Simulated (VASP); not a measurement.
# MoS2 (C2/m) in VASP: single point with PBEsol+U

Aim: the single point of MoS2 with PBEsol+U.

Everything below comes from runs of VASP 6.6.1. Logs are shortened: lines on timing, memory, paths and dates and some standing lists are left out, and cuts for length are marked.

## 1. The cell of the first run

The structure is monoclinic, space group C2/m (No. 12). Conventional cell: a = 6.296 Å, b = 3.860 Å, c = 4.439 Å, α = 90.00°, β = 90.04°, γ = 90.00°. Within 3.1 Å of Mo (site symmetry 2/m) lie 6 S at 2.35 to 2.60 Å. Within 3.1 Å of S (site symmetry m) lie 3 Mo at 2.35 to 2.60 Å and 3 S at 2.80 to 3.02 Å.

## 2. Single point, PBEsol+U, collinear spin, ferrimagnetic start

INCAR

```
SYSTEM = MoS2
PREC = Accurate
ENCUT = 520
EDIFF = 1E-6
ISMEAR = 0
SIGMA = 0.05
LREAL = .FALSE.
LASPH = .TRUE.
NELM = 150
ALGO = Normal
ISIF = 2
LWAVE = .FALSE.
LCHARG = .TRUE.
ISPIN = 2
MAGMOM = 1.95 -0.17 -0.17
LORBIT = 11
LMAXMIX = 4
LDAU = .TRUE.
LDAUTYPE = 2
LDAUL = 2 -1
LDAUU = 3 0
LDAUJ = 0 0
LDAUPRINT = 1
GGA = PS
LELF = .TRUE.
LVHAR = .TRUE.
NBANDS = 24
```

KPOINTS

```
regular mesh
0
G
  6 6 4
  0 0 0
```

POSCAR

```
MoS2
1.0
    3.1479925200     -1.9297820300      0.0000000000
    3.1479925200      1.9297820300      0.0000000000
   -0.0030992400      0.0000000000      4.4393295900
Mo S
1 2
Direct
    0.0000000000      0.0000000000      0.0000000000
    0.6879000000      0.6879000000      0.2889000000
    0.3121000000      0.3121000000      0.7111000000
```

Potentials or basis: VASP PAW PBE potentials, release 64 (Mo_sv, S).

Run with:

```sh
$ cat potpaw_PBE.64/Mo_sv/POTCAR potpaw_PBE.64/S/POTCAR > POTCAR
$ mpirun -np 1 vasp_std > vasp.out
```

OUTCAR:

```text
SYSTEM = MoS2
   PREC = Accurate
   ENCUT = 520
   EDIFF = 1E-6
   ISMEAR = 0
   LREAL = .FALSE.
   LASPH = .TRUE.
   NELM = 150
   ISIF = 2
   ISPIN = 2
   LORBIT = 11
   GGA = PS

 ion  position               nearest neighbor table
   1  0.000  0.000  0.000-   2 2.35   3 2.35   2 2.60   2 2.60   3 2.60   3 2.60
   2  0.688  0.688  0.289-   1 2.35   1 2.60   1 2.60
   3  0.312  0.312  0.711-   1 2.35   1 2.60   1 2.60

  LATTYP: Found a base centered monoclinic cell.
 ALAT       =     6.2959850400
 B/A-ratio  =     0.6130198905
 C/A-ratio  =     0.7051050223
 COS(beta)  =    -0.0006981323

  Lattice vectors:

 A1 = (   3.1479925200,  -1.9297820300,   0.0000000000)
 A2 = (   3.1479925200,   1.9297820300,   0.0000000000)
 A3 = (  -0.0030992400,   0.0000000000,   4.4393295900)

Analysis of symmetry for initial positions (statically):
=====================================================================
 Subroutine PRICEL returns:
 Original cell was already a primitive cell.

 Routine SETGRP: Setting up the symmetry group for a
 base centered monoclinic supercell.

 Subroutine GETGRP returns: Found  4 space group operations
 (whereof  4 operations were pure point group operations)
 out of a pool of  4 trial point group operations.

The static configuration has the point symmetry C_2h.

Analysis of symmetry for dynamics (positions and initial velocities):
=====================================================================
 Subroutine PRICEL returns:
 Original cell was already a primitive cell.

 Routine SETGRP: Setting up the symmetry group for a
 base centered monoclinic supercell.

 Subroutine GETGRP returns: Found  4 space group operations
 (whereof  4 operations were pure point group operations)
 out of a pool of  4 trial point group operations.

The dynamic configuration has the point symmetry C_2h.

[... 174 lines left out ...]
  0.0000  0.0000 -0.0167 -0.1339  0.1744

 occupancies and eigenvectors

  o =  0.0449  v =  0.0000  0.0000  0.0000  0.0000  0.0000  0.0000  0.0000  0.6483  0.4861  0.5860      0.0000  0.0000  0.0000  0.0000  0.0000  0.0000  0.0000  0.0000  0.0000  0.0000
  o =  0.0882  v =  0.0000  0.0000  0.0000  0.0000  0.0000 -0.7264  0.6873  0.0000  0.0000  0.0000      0.0000  0.0000  0.0000  0.0000  0.0000  0.0000  0.0000  0.0000  0.0000  0.0000
  o =  0.0969  v =  0.0000  0.0000  0.0000  0.0000  0.0000  0.0000  0.0000 -0.7611  0.3935  0.5157      0.0000  0.0000  0.0000  0.0000  0.0000  0.0000  0.0000  0.0000  0.0000  0.0000
  o =  0.2426  v =  0.0000  0.0000  0.0000  0.0000  0.0000  0.6873  0.7264  0.0000  0.0000  0.0000      0.0000  0.0000  0.0000  0.0000  0.0000  0.0000  0.0000  0.0000  0.0000  0.0000
  o =  0.3411  v =  0.0000  0.0000  0.0000  0.0000  0.0000  0.0000  0.0000  0.0200 -0.7803  0.6251      0.0000  0.0000  0.0000  0.0000  0.0000  0.0000  0.0000  0.0000  0.0000  0.0000
  o =  0.4015  v = -0.6578 -0.7532  0.0000  0.0000  0.0000  0.0000  0.0000  0.0000  0.0000  0.0000      0.0000  0.0000  0.0000  0.0000  0.0000  0.0000  0.0000  0.0000  0.0000  0.0000
  o =  0.4320  v =  0.0000  0.0000  0.0881 -0.8058  0.5855  0.0000  0.0000  0.0000  0.0000  0.0000      0.0000  0.0000  0.0000  0.0000  0.0000  0.0000  0.0000  0.0000  0.0000  0.0000
  o =  0.6655  v =  0.0000  0.0000 -0.8278  0.2677  0.4930  0.0000  0.0000  0.0000  0.0000  0.0000      0.0000  0.0000  0.0000  0.0000  0.0000  0.0000  0.0000  0.0000  0.0000  0.0000
  o =  0.7004  v = -0.7532  0.6578  0.0000  0.0000  0.0000  0.0000  0.0000  0.0000  0.0000  0.0000      0.0000  0.0000  0.0000  0.0000  0.0000  0.0000  0.0000  0.0000  0.0000  0.0000
  o =  0.7916  v =  0.0000  0.0000 -0.5540 -0.5282 -0.6435  0.0000  0.0000  0.0000  0.0000  0.0000      0.0000  0.0000  0.0000  0.0000  0.0000  0.0000  0.0000  0.0000  0.0000  0.0000

 number of electron      26.0000001 magnetization       2.1207442

 Free energy of the ion-electron system (eV)
  ---------------------------------------------------
  ext. energy  EPLUGINS =         0.00000000
  ---------------------------------------------------
  free energy    TOTEN  =       -17.90921986 eV

  energy without entropy =      -17.90654908  energy(sigma->0) =      -17.90788447

 E-fermi :   7.1784     XC(G=0): -11.1225

 val. band max:        7.1729805348   @ k =   0.5000   0.3333   0.5000
 cond. band min:       7.1859601615   @ k =  -0.1667  -0.3333   0.2500
 fundamental gap:      0.0129796266
 Fermi energy:         7.1784044341

 spin component 1

 k-point     1 :       0.0000    0.0000    0.0000
  band No.  band energies     occupation
      1     -54.4736      1.00000
      2     -28.6749      1.00000
      3     -28.6254      1.00000
      4     -28.6114      1.00000
      5      -7.2257      1.00000
      6      -3.6135      1.00000
[... 1289 lines left out ...]
     23      19.0445      0.00000
     24      19.6897      0.00000

 [... further k-points ...]
[... 5 lines left out ...]
  --------------------------------------------------------------------------------------
  -------------------------------------------------------------------------------------
  Total       -0.0698092     -3.0883671      4.2806896      0.0000000      0.0000000     -3.4239763
  in kB       -2.0736418    -91.7381903    127.1554519      0.0000000      0.0000000   -101.7072703
  external PRESSURE =      11.1145399 kB  Pullay stress =       0.0000000 kB

 VOLUME and BASIS-vectors are now :
 -----------------------------------------------------------------------------
  energy-cutoff  :      520.00
  volume of cell :       53.94
      direct lattice vectors                 reciprocal lattice vectors
     3.147992520 -1.929782030  0.000000000     0.158831381 -0.259096619  0.000110885
     3.147992520  1.929782030  0.000000000     0.158831381  0.259096619  0.000110885
    -0.003099240  0.000000000  4.439329590     0.000000000  0.000000000  0.225259238

 POSITION                                       TOTAL-FORCE (eV/Angst)
 -----------------------------------------------------------------------------------
      0.00000      0.00000      0.00000         0.000000      0.000000      0.000000
      4.33011      0.00000      1.28252        -1.157796      0.000000     -0.764027
      1.96277      0.00000      3.15681         1.157796      0.000000      0.764027
 -----------------------------------------------------------------------------------
    total drift:                               -0.000000      0.000000      0.000000

  FREE ENERGIE OF THE ION-ELECTRON SYSTEM (eV)
  ---------------------------------------------------
  free  energy   TOTEN  =       -17.9092198596 eV

  energy  without entropy=      -17.9065490820  energy(sigma->0) =      -17.90788447

 total charge

# of ion       s       p       d       tot
------------------------------------------
    1        2.284   6.155   3.761  12.200
    2        1.354   2.318   0.000   3.672
    3        1.354   2.318   0.000   3.672
--------------------------------------------------
tot          4.993  10.791   3.761  19.544

 magnetization (x)

# of ion       s       p       d       tot
------------------------------------------
    1        0.045   0.015   2.162   2.222
    2       -0.010  -0.143   0.000  -0.153
    3       -0.010  -0.143   0.000  -0.153
--------------------------------------------------
tot          0.026  -0.272   2.162   1.917
```

stdout:

```text
POSCAR found type information on POSCAR MoS
 POSCAR found :  2 types and       3 ions
 scaLAPACK will be used
 -----------------------------------------------------------------------------
|                                                                             |
|                                                                             |
|     You enforced a specific xc type in the INCAR file but a different       |
|     I HOPE YOU KNOW WHAT YOU ARE DOING!                                     |
|                                                                             |
 -----------------------------------------------------------------------------

 LDA part: xc-table for (Slater+PW92), standard interpolation
 POSCAR, INCAR and KPOINTS ok, starting setup
 FFT: planning ... GRIDC
 FFT: planning ... GRID_SOFT
 FFT: planning ... GRID
 WAVECAR not read
 entering main loop
```

Run time: 4.7 min. Hardware: 1 thread of AMD EPYC 7R13, shared host; peak memory 0.22 GiB.

Results:

```
Free energy                                           : -17.9092 eV
Pressure                                              : 1.1 GPa
Largest force                                         : 1.387 eV/Å
Net moment                                            : 2.12 μB per cell
Site moments                                          : Mo +2.22; S -0.15 μB
Valence electrons inside the program's atomic spheres : Mo 12.20; S 3.67
```

Forces on the atoms (eV/Å):
```
Mo   0.000  0.000  0.000
S   -1.158  0.000 -0.764
S    1.158  0.000  0.764
```

Eigenvalues of the final occupation matrices:
| site | spin | trace | eigenvalues |
| --- | --- | --- | --- |
| site 1 d | 1 | 2.99 | 0.40 0.43 0.67 0.70 0.79 |
| site 1 d | 2 | 0.81 | 0.04 0.09 0.10 0.24 0.34 |

Caveat: the PAW data sets were made with another functional, which shifts forces and pressure a little. The state reached can hang on the start; a lower one may exist.
